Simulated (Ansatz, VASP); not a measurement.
## One calculation of SnO2, two programs

```
CELL_PARAMETERS angstrom
4.82696 0.00000 0.00000
0.00000 4.82696 0.00000
0.00000 0.00000 3.23834
ATOMIC_POSITIONS crystal
Sn 0.00000 0.00000 0.00000
Sn 0.50000 0.50000 0.50000
O 0.30657 0.30657 0.00000
O 0.19343 0.80657 0.50000
O 0.69343 0.69343 0.00000
O 0.80657 0.19343 0.50000
```

Alike in both runs: task electric field gradients; functional PBE; k mesh 6 × 6 × 10; occupations gaussian, width 0.05 eV; no spin polarisation.

|  | VASP | Ansatz |
| --- | --- | --- |
| version | VASP 6.6.1 | Ansatz 0.2.0 |
| potentials or method | VASP PAW PBE potentials, release 64 (Sn_d, O), cutoff 520 eV | scalar-relativistic, plane waves, PAW |
| valence electrons in the cell | 52 | 52 |

Ansatz gave:

| Quantity | Value |
| --- | --- |
| gap on the k mesh at the Fermi level (eV) | 0.68 |
| least direct gap on the mesh (eV) | 0.68 |
| pressure (GPa) | 0.0 |
| traceless stress, the component that is largest in VASP (GPa) | -0.02 |
| rms of the force components (eV/Å) | 0.000 |
| size of Vzz on the site where it differs most (V/Å²) | 51.4 |

Question: Which values does VASP return?

Answer: gap on the k mesh at the Fermi level (eV): 0.67; least direct gap on the mesh (eV): 0.67; pressure (GPa): 0.6; traceless stress, the component that is largest in VASP (GPa): 0.18; rms of the force components (eV/Å): 0.007; size of Vzz on the site where it differs most (V/Å²): 53.9.

Atom by atom the forces differ by 0.008 eV/Å (rms over components).
